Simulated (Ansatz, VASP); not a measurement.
BaAg2F6 in VASP and in Ansatz

```
Ba Ag F
1.0
     6.07689    0.00000    0.00000
    -2.99053    5.31856    0.00000
    -3.03553   -1.74050    5.09424
Ba Ag F
1 2 6
Direct
  0.99064 0.48181 0.48212
  0.50169 0.25131 0.75077
  0.49852 0.74910 0.25075
  0.02177 0.05217 0.56666
  0.97892 0.47062 0.90243
  0.60000 0.54832 0.06847
  0.56057 0.04213 0.04829
  0.39933 0.92719 0.45813
  0.44856 0.47734 0.47240
```

Change from the starting cell: the structure that the rattled cell fell into.

Alike in both runs: task single point; functional PBE; k mesh 4 × 4 × 4; occupations gaussian, width 0.1 eV; no spin polarisation.

```csv
,VASP,Ansatz
version,VASP 6.6.1,Ansatz 0.2.0
potentials or method,"VASP PAW PBE potentials, release 64 (Ba_sv, Ag, F), cutoff 520 eV","scalar-relativistic, plane waves, PAW"
valence electrons in the cell,74,90
```

Ansatz gave:

- gap on the k mesh at the Fermi level (eV): none
- pressure (GPa): 0.0
- traceless stress, the component that is largest in VASP (GPa): 0.08
- rms of the force components (eV/Å): 0.011

Problem. What did VASP give for the same quantities?

Solution. gap on the k mesh at the Fermi level (eV): none; pressure (GPa): 0.1; traceless stress, the component that is largest in VASP (GPa): 0.10; rms of the force components (eV/Å): 0.031.

Atom by atom the forces differ by 0.029 eV/Å (rms over components). A gap of «none» marks a metal or a gap that the smearing closes. VASP's potentials hold 74 valence electrons a cell and Ansatz's 90, so a difference there can come from the potentials and not from the codes.

Neither program's run includes spin-orbit coupling.
